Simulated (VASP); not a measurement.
A run of VASP 6.6.1:

File POSCAR:

```
Pd
1.0
    0.0000000000      1.9703546357      1.9703546357
    1.9703546357      0.0000000000      1.9703546357
    1.9703546357      1.9703546357      0.0000000000
Pd
1
Direct
    0.0000000000      0.0000000000      0.0000000000
```

INCAR.step1

```
PREC = Accurate
ENCUT = 600
ISMEAR = -1
SIGMA = 0.02
LREAL = F
LASPH = T
NELM = 100
GGA = PE
ALGO = Normal
EDIFF = 1E-4
LWAVE = T
LCHARG = F
```

Contents of INCAR.step2:

```
PREC = Accurate
ENCUT = 600
EDIFF = 1E-6
ISMEAR = -1
SIGMA = 0.02
LREAL = F
LASPH = T
NELM = 100
ALGO = Normal
ISIF = 3
LWAVE = F
LCHARG = F
METAGGA = R2SCAN
LMIXTAU = T
IBRION = 2
NSW = 80
EDIFFG = -0.005
ISTART = 1
```

Contents of KPOINTS:

```
Automatic mesh
0
Gamma
  10 10 10
```

Potentials or basis: VASP PAW PBE potentials, release 64 (Pd).

Command:

```sh
$ cat potpaw_PBE.64/Pd/POTCAR > POTCAR
$ cp INCAR.step1 INCAR
$ mpirun -np 1 vasp_std > vasp.out
$ cp INCAR.step2 INCAR
$ mpirun -np 1 vasp_std > vasp.out
```

Hardware: 1 thread of Intel Xeon 8259CL (shared host).

Problem. Estimate the wall time of this run.

Solution. It took 2 min on 1 thread of Intel Xeon 8259CL, with other jobs on the host, peak memory 0.16 GiB. Counts: k points 47, ion steps 3.
